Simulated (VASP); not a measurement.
# Ga4AsP3 in VASP: a series of runs

Ga4AsP3 is run at these levels: PBE; tasks: single point.

Program: VASP 6.6.1. These are calculated values, not measurements. Logs are shortened: lines on timing, memory, paths and dates and some standing lists are left out, and cuts for length are marked.

## (1) The cell of the first run

Symmetry: P-43m, No. 215, cubic system. Conventional cell: a = 5.564 Å, b = 5.564 Å, c = 5.564 Å, α = 90.00°, β = 90.00°, γ = 90.00°. Within 3.2 Å of Ga (site symmetry 3m) lie 3 P at 2.40 Å and 1 As at 2.45 Å. P (site symmetry -42m) has 4 Ga at 2.40 Å within 3.2 Å. As (site symmetry -43m) has 4 Ga at 2.45 Å within 3.2 Å.

## (2) Single point, PBE

INCAR reads:

```
PREC = Accurate
ENCUT = 520
EDIFF = 1E-7
ISMEAR = 0
SIGMA = 0.1
LREAL = False
LASPH = True
NELM = 60
ALGO = Normal
ISIF = 2
LWAVE = False
LCHARG = False
GGA = PE
NBANDS = 46
```

KPOINTS reads:

```
Automatic mesh
0
Gamma
  4 4 4
```

POSCAR reads:

```
Ga4AsP3
1.0
    5.5637786000      0.0000000000      0.0000000000
    0.0000000000      5.5637786000      0.0000000000
    0.0000000000      0.0000000000      5.5637786000
Ga P As
4 3 1
Direct
    0.7545030000      0.7545030000      0.2454970000
    0.7545030000      0.2454970000      0.7545030000
    0.2454970000      0.7545030000      0.7545030000
    0.2454970000      0.2454970000      0.2454970000
    0.5000000000      0.0000000000      0.0000000000
    0.0000000000      0.5000000000      0.0000000000
    0.0000000000      0.0000000000      0.5000000000
    0.5000000000      0.5000000000      0.5000000000
```

Potentials or basis: VASP PAW PBE potentials, release 64 (Ga_d, P, As).

Command:

```
$ cat potpaw_PBE.64/Ga_d/POTCAR potpaw_PBE.64/P/POTCAR potpaw_PBE.64/As/POTCAR > POTCAR
$ mpirun -np 1 vasp_std > vasp.out
```

OUTCAR:

```text
PREC = Accurate
   ENCUT = 520
   EDIFF = 1E-7
   ISMEAR = 0
   LREAL = False
   LASPH = True
   NELM = 60
   ISIF = 2
   GGA = PE

 ion  position               nearest neighbor table
   1  0.755  0.755  0.245-   5 2.40   6 2.40   7 2.40   8 2.45
   2  0.755  0.245  0.755-   5 2.40   6 2.40   7 2.40   8 2.45
   3  0.245  0.755  0.755-   5 2.40   6 2.40   7 2.40   8 2.45
   4  0.245  0.245  0.245-   5 2.40   6 2.40   7 2.40   8 2.45
   5  0.500  0.000  0.000-   1 2.40   2 2.40   3 2.40   4 2.40
   6  0.000  0.500  0.000-   1 2.40   2 2.40   3 2.40   4 2.40
   7  0.000  0.000  0.500-   1 2.40   2 2.40   3 2.40   4 2.40
   8  0.500  0.500  0.500-   1 2.45   2 2.45   3 2.45   4 2.45

  LATTYP: Found a simple cubic cell.
 ALAT       =     5.5637786000

  Lattice vectors:

 A1 = (   5.5637786000,   0.0000000000,   0.0000000000)
 A2 = (   0.0000000000,   5.5637786000,   0.0000000000)
 A3 = (   0.0000000000,   0.0000000000,   5.5637786000)

Analysis of symmetry for initial positions (statically):
=====================================================================
 Subroutine PRICEL returns:
 Original cell was already a primitive cell.

 Routine SETGRP: Setting up the symmetry group for a
 simple cubic supercell.

 Subroutine GETGRP returns: Found 24 space group operations
 (whereof 24 operations were pure point group operations)
 out of a pool of 48 trial point group operations.

The static configuration has the point symmetry T_d .

Analysis of symmetry for dynamics (positions and initial velocities):
=====================================================================
 Subroutine PRICEL returns:
 Original cell was already a primitive cell.

 Routine SETGRP: Setting up the symmetry group for a
 simple cubic supercell.

 Subroutine GETGRP returns: Found 24 space group operations
 (whereof 24 operations were pure point group operations)
 out of a pool of 48 trial point group operations.

The dynamic configuration has the point symmetry T_d .

 Subroutine INISYM returns: Found 24 space group operations
 (whereof 24 operations are pure point group operations),
 and found     1 'primitive' translations

[... 83 lines left out ...]
   ISTART =      0    job   : 0-new  1-cont  2-samecut
   ICHARG =      2    charge: 1-file 2-atom 10-const
   ISPIN  =      1    spin polarized calculation?
   LNONCOLLINEAR =      F non collinear calculations
   LSORBIT =      F    spin-orbit coupling
   LASPH  =      T    aspherical Exc in radial PAW
   ENCUT  =  520.0 eV  38.22 Ry    6.18 a.u.  10.34 10.34 10.34*2*pi/ulx,y,z
   NELM   =     60;   NELMIN=  2; NELMDL= -5     # of ELM steps
   EDIFF  = 0.1E-06   stopping-criterion for ELM
   LREAL  =      F    real-space projection
   EDIFFG = 0.1E-05   stopping-criterion for IOM
   NSW    =      0    number of steps for IOM
   IBRION =     -1    ionic relax: 0-MD 1-quasi-New 2-CG
   NFREE  =      0    steps in history (QN), initial steepest desc. (CG)
   ISIF   =      2    stress and relaxation
   ISYM   =      2    0-nonsym 1-usesym 2-fastsym
   POTIM  = 0.5000    time-step for ionic-motion
   TEBEG  =    0.0;   TEEND  =   0.0 temperature during run
   PSTRESS=    0.0 pullay stress
   NELECT =      72.0000    total number of electrons
   NUPDOWN=      -1.0000    fix difference up-down
   EMIN   =  10.00;   EMAX   =-10.00  energy-range for DOS
[... 5 lines left out ...]
     AMIX     =   0.40;   BMIX     =  1.00
     AMIX_MAG =   1.60;   BMIX_MAG =  1.00
  volume/ion in A,a.u.               =      21.53       145.28
  Fermi-wavevector in a.u.,A,eV,Ry     =   1.224097  2.313208 20.387152  1.498413
  Thomas-Fermi vector in A             =   2.359184
   LORBIT       =      0    0 simple, 1 ext, 2 COOP (PROOUT), +10 PAW based schemes
   GGA     = PE    functional components
   LHFCALC =     F    Hartree Fock is set to
[... 5 lines left out ...]
 Gauss-broadening in eV      SIGMA  =   0.10
  energy-cutoff  :      520.00
  volume of cell :      172.23
 maximum number of plane-waves:      4697
 NGX is ok and might be reduce to    42
   NGX = 21   NGY = 21   NGZ = 21

 number of electron      72.0000030 magnetization

 Free energy of the ion-electron system (eV)
  ---------------------------------------------------
  ext. energy  EPLUGINS =         0.00000000
  ---------------------------------------------------
  free energy    TOTEN  =       -35.58695010 eV

  energy without entropy =      -35.58695010  energy(sigma->0) =      -35.58695010

 E-fermi :   4.6397     XC(G=0):  -9.6184

 val. band max:        4.1444682062   @ k =   0.0000   0.0000   0.0000
 cond. band min:       5.3012787955   @ k =   0.0000   0.0000   0.0000
 fundamental gap:      1.1568105893
 Fermi energy:         4.6396763414

 k-point     1 :       0.0000    0.0000    0.0000
  band No.  band energies     occupation
      1     -10.5497      2.00000
      2     -10.5376      2.00000
      3     -10.5376      2.00000
      4     -10.4390      2.00000
      5     -10.4390      2.00000
      6     -10.4390      2.00000
[... 479 lines left out ...]
     45       8.8338      0.00000
     46       8.8340      0.00000

------------------------ aborting loop because EDIFF is reached ----------------------------------------

  FORCE on cell =-STRESS in cart. coord.  units (eV):
  Direction    XX          YY          ZZ          XY          YZ          ZX
  --------------------------------------------------------------------------------------
  -------------------------------------------------------------------------------------
  Total        0.0486028      0.0486028      0.0486028      0.0000000      0.0000000      0.0000000
  in kB        0.4521286      0.4521286      0.4521286      0.0000000      0.0000000      0.0000000
  external PRESSURE =       0.4521286 kB  Pullay stress =       0.0000000 kB

 VOLUME and BASIS-vectors are now :
 -----------------------------------------------------------------------------
  energy-cutoff  :      520.00
  volume of cell :      172.23
      direct lattice vectors                 reciprocal lattice vectors
     5.563778600  0.000000000  0.000000000     0.179733967  0.000000000  0.000000000
     0.000000000  5.563778600  0.000000000     0.000000000  0.179733967  0.000000000
     0.000000000  0.000000000  5.563778600     0.000000000  0.000000000  0.179733967

 POSITION                                       TOTAL-FORCE (eV/Angst)
 -----------------------------------------------------------------------------------
      4.19789      4.19789      1.36589         0.000972      0.000972     -0.000972
      4.19789      1.36589      4.19789         0.000972     -0.000972      0.000972
      1.36589      4.19789      4.19789        -0.000972      0.000972      0.000972
      1.36589      1.36589      1.36589        -0.000972     -0.000972     -0.000972
      2.78189      0.00000      0.00000         0.000000      0.000000      0.000000
      0.00000      2.78189      0.00000        -0.000000      0.000000     -0.000000
      0.00000      0.00000      2.78189        -0.000000     -0.000000      0.000000
      2.78189      2.78189      2.78189         0.000000      0.000000      0.000000
 -----------------------------------------------------------------------------------
    total drift:                               -0.000000     -0.000000      0.000000

  FREE ENERGIE OF THE ION-ELECTRON SYSTEM (eV)
  ---------------------------------------------------
  free  energy   TOTEN  =       -35.5869501025 eV

  energy  without entropy=      -35.5869501025  energy(sigma->0) =      -35.58695010
```

stdout:

```text
POSCAR found type information on POSCAR GaP As
 POSCAR found :  3 types and       8 ions
 scaLAPACK will be used
 LDA part: xc-table for (Slater+PW92), standard interpolation
 POSCAR, INCAR and KPOINTS ok, starting setup
 FFT: planning ... GRIDC
 FFT: planning ... GRID_SOFT
 FFT: planning ... GRID
 WAVECAR not read
 entering main loop
```

Wall time 77 s (1 thread of Intel Xeon Platinum 8488C (Sapphire Rapids), shared host); peak memory 0.28 GiB.

What came out:

```yaml
Free_energy: -35.5870 eV
Pressure: 0.0 GPa
Band_gap_on_the_k_mesh: 1.16 eV, direct
```

Levels at points of the mesh, in eV from the valence-band top:
| k point | band 33 | band 34 | band 35 | band 36 | band 37 | band 38 | band 39 | band 40 |
| --- | --- | --- | --- | --- | --- | --- | --- | --- |
| (0.00, 0.00, 0.00) | -2.53 | 0.00 | 0.00 | 0.00 | 1.16 | 1.44 | 1.78 | 1.78 |
| (0.50, 0.00, 0.00) | -1.75 | -1.75 | -1.48 | -1.48 | 2.03 | 2.24 | 3.41 | 3.55 |
| (0.50, 0.50, 0.00) | -1.38 | -1.24 | -1.02 | -1.02 | 2.84 | 2.84 | 3.01 | 3.19 |
| (0.50, 0.50, 0.50) | -1.18 | -0.85 | -0.85 | -0.85 | 1.36 | 1.38 | 1.38 | 1.38 |

A k mesh can miss the band edges. As with any semilocal functional, this PBE gap is likely too small.

## (3) Single point, PBE

INCAR reads:

```
SYSTEM = Ga4AsP3
PREC = Accurate
ENCUT = 520
EDIFF = 1E-7
ISMEAR = 0
SIGMA = 0.1
LREAL = .False.
LASPH = .True.
NELM = 60
ALGO = Normal
ISIF = 2
LWAVE = .False.
LCHARG = .False.
GGA = PE
NBANDS = 46
```

KPOINTS reads:

```
Automatic mesh
0
Gamma
  4 4 4
  0 0 0
```

POSCAR is that of step 2.

Potentials or basis: VASP PAW PBE potentials, release 64 (Ga_d, P, As).

Command:

```
$ cat potpaw_PBE.64/Ga_d/POTCAR potpaw_PBE.64/P/POTCAR potpaw_PBE.64/As/POTCAR > POTCAR
$ mpirun -np 1 vasp_std > vasp.out
```

It took 79 s on 1 thread of Intel Xeon Platinum 8488C (Sapphire Rapids), shared host; peak memory 0.28 GiB.

The run converged. Its results:

```
Free energy            : -35.5870 eV
Pressure               : 0.0 GPa
Band gap on the k mesh : 1.16 eV, direct
```

Levels at points of the mesh, in eV from the valence-band top:
```
           k point  band 33  band 34  band 35  band 36  band 37  band 38  band 39  band 40
(0.00, 0.00, 0.00)    -2.53     0.00     0.00     0.00     1.16     1.44     1.78     1.78
(0.50, 0.00, 0.00)    -1.75    -1.75    -1.48    -1.48     2.03     2.24     3.41     3.55
(0.50, 0.50, 0.00)    -1.38    -1.24    -1.02    -1.02     2.84     2.84     3.01     3.19
(0.50, 0.50, 0.50)    -1.18    -0.85    -0.85    -0.85     1.36     1.38     1.38     1.38
```

## (4) Single point, PBE

INCAR reads:

```
SYSTEM = Ga4AsP3
ALGO = Normal ; EDIFF = 1E-6
ENCUT = 520 ; GGA = PE
ISIF = 2 ; ISMEAR = 0
LASPH = .True. ; LCHARG = .True.
LELF = .True. ; LREAL = .False.
LVHAR = .True. ; LWAVE = .False.
NBANDS = 46 ; NELM = 60
PREC = Accurate ; SIGMA = 0.1
```

KPOINTS reads:

```
k-points
0
Gamma
  4 4 4
  0 0 0
```

POSCAR reads:

```
Ga4AsP3
1.0
    5.5616976578      0.0001301075      0.0004236591
    0.0000673221      5.5647944007      0.0002196666
    0.0003846763      0.0002010184      5.5658591727
Ga P As
4 3 1
Direct
    0.7542069743      0.7543357059      0.2455033630
    0.7545665269      0.2456312110      0.7545397241
    0.2457491693      0.7544579978      0.7542674436
    0.2454636241      0.2455770519      0.2457320941
    0.4999986501      0.0001250542      0.0000201353
    0.0001507540      0.5001645388     -0.0000050106
   -0.0001705620     -0.0001279312      0.4999469948
    0.5000348633      0.4998363715      0.4999952556
```

Command:

```
$ cat potpaw_PBE.64/Ga_d/POTCAR potpaw_PBE.64/P/POTCAR potpaw_PBE.64/As/POTCAR > POTCAR
$ mpirun -np 1 vasp_std > vasp.out
```

Wall time 8.1 min (1 thread of Oxide Virtual Turin-like, shared host); peak memory 0.36 GiB.

It converged, with:

```
Free energy            : -35.5869 eV
Pressure               : 0.0 GPa
Largest force          : 0.019 eV/Å
Band gap on the k mesh : 1.16 eV, direct
```

Forces on the atoms (eV/Å):
```
Ga   0.013  0.010 -0.009
Ga   0.009 -0.008  0.008
Ga  -0.010  0.012  0.011
Ga  -0.009 -0.010 -0.013
P   -0.004 -0.002 -0.001
P   -0.003 -0.004  0.000
P    0.003  0.001  0.002
As   0.000  0.001  0.002
```

Levels at points of the mesh, in eV from the valence-band top:
| k point | band 34 | band 35 | band 36 | band 37 | band 38 | band 39 |
| --- | --- | --- | --- | --- | --- | --- |
| (0.00, 0.00, 0.00) | 0.00 | 0.00 | 0.00 | 1.16 | 1.44 | 1.77 |
| (0.50, 0.00, 0.00) | -1.75 | -1.49 | -1.48 | 2.03 | 2.23 | 3.41 |
| (0.00, 0.50, 0.00) | -1.75 | -1.48 | -1.48 | 2.03 | 2.24 | 3.41 |
| (0.50, 0.50, 0.00) | -1.24 | -1.02 | -1.02 | 2.85 | 2.85 | 3.01 |
| (0.00, 0.00, 0.50) | -1.75 | -1.48 | -1.48 | 2.03 | 2.24 | 3.41 |
| (0.50, 0.00, 0.50) | -1.24 | -1.02 | -1.02 | 2.84 | 2.85 | 3.00 |
| (0.00, 0.50, 0.50) | -1.24 | -1.03 | -1.03 | 2.84 | 2.84 | 3.00 |
| (0.50, 0.50, 0.50) | -0.86 | -0.86 | -0.86 | 1.36 | 1.38 | 1.38 |

A k mesh can miss the band edges. PBE gaps usually lie below the measured ones, often by a third to a half.
